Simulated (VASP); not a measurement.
A run of VASP 6.6.1 is set up as follows.

INCAR

```
PREC = Accurate
ENCUT = 520
EDIFF = 1E-6
ISMEAR = -1
SIGMA = 0.15
LREAL = False
LASPH = True
NELM = 80
ALGO = Normal
ISIF = 2
LWAVE = False
LCHARG = False
GGA = PE
NBANDS = 18
```

Contents of KPOINTS:

```
Automatic mesh
0
Gamma
  13 13 13
```

Contents of POSCAR:

```
Si2Mo
1.0
   -1.6313805159      1.6313805159      4.0075881985
    1.6313805159     -1.6313805159      4.0075881985
    1.6313805159      1.6313805159     -4.0075881985
Si Mo
2 1
Direct
    0.3330000000      0.3330000000      0.0000000000
    0.6670000000      0.6670000000      0.0000000000
    0.0000000000      0.0000000000      0.0000000000
```

Potentials or basis: VASP PAW PBE potentials, release 64 (Si, Mo_sv).

Command:

```sh
$ cat potpaw_PBE.64/Si/POTCAR potpaw_PBE.64/Mo_sv/POTCAR > POTCAR
$ mpirun -np 1 vasp_std > vasp.out
```

Problem. Predict the largest force.

Solution. 0.339 eV/Å.

Problem. Estimate the band gap on the k mesh.

Solution. Zero (bands 11 and 12 overlap by 0.91 eV).

Problem. Predict the pressure.

Solution. -8.6 GPa.

Stress tensor (GPa, compression positive):
```
 -7.90   0.00   0.00
  0.00  -7.90   0.00
  0.00   0.00 -10.01
```

Caveat: the cell stands under tension.
